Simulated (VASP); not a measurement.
Runs of VASP 6.6.1 on Sn. The structure is that of space group Fd-3m (No. 227), or close to it. The cells are those of the table. This isn't the form of Sn at room conditions, which is tetragonal (white tin).

```tsv
cell	gap on the mesh (eV)	pressure (GPa)
a = 4.768 Å, angles 60.0°, 2 atoms	none	(b)
a = 4.721 Å, angles 60.0°, 2 atoms	none	-1.9
a = 4.577 Å, angles 60.0°, 2 atoms	none	2.0
a = 4.626 Å, angles 60.0°, 2 atoms	none	(a)
a = 4.674 Å, angles 60.0°, 2 atoms	none	-0.8
```

Alike in all rows: task single point; level r2SCAN; potentials or basis VASP PAW PBE potentials, release 64 (Sn_d); no spin polarisation; k mesh 9 × 9 × 9; cutoff (eV) 520; smearing fermi-dirac 0.1 eV.

Task: Estimate the missing entries.

Result: (a) 0.5; (b) -2.8.

Caveats: the PAW data sets were made with another functional, which shifts forces and pressure a little; spin-orbit coupling is left out, which moves the levels of the heavy elements.

A k mesh can miss the band edges, and the runs leave out spin-orbit coupling on Sn.

A gap of «none» marks levels without a gap at the run's occupations.
